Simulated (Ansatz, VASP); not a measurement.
## ZnO: VASP beside Ansatz

```
Zn O
1.0
     3.14580    0.00000    0.00000
    -1.57290    2.72434    0.00000
     0.00000    0.00000    5.28966
Zn O
2 2
Direct
  0.33333 0.66667 0.00185
  0.66667 0.33333 0.50185
  0.33333 0.66667 0.35764
  0.66667 0.33333 0.85764
```

Alike in both runs: task single point; functional LDA; k mesh 12 × 12 × 6; occupations gaussian, width 0.05 eV; no spin polarisation.

|  | VASP | Ansatz |
| --- | --- | --- |
| version | VASP 6.6.1 | Ansatz 0.2.0 |
| potentials or method | VASP PAW LDA potentials, release 64 (Zn, O), cutoff 520 eV | scalar-relativistic, plane waves, PAW |
| valence electrons in the cell | 36 | 36 |

|  | VASP | Ansatz | Ansatz less VASP |
| --- | --- | --- | --- |
| gap on the k mesh at the Fermi level (eV) | 0.80 | 0.79 | -0.011 |
| least direct gap on the mesh (eV) | 0.80 | 0.79 | -0.011 |
| pressure (GPa) | 0.9 | -0.2 | -1.15 |
| traceless stress, the component that is largest in VASP (GPa) | 2.49 | 2.10 | -0.390 |
| rms of the force components (eV/Å) | 0.380 | 0.364 | -0.0160 |

Ansatz warns that its potentials were made for another functional, while VASP's fit it. LDA's correlation is that of Perdew and Zunger in VASP and of Perdew and Wang (1992) in Ansatz. Atom by atom the forces differ by 0.016 eV/Å (rms over components).
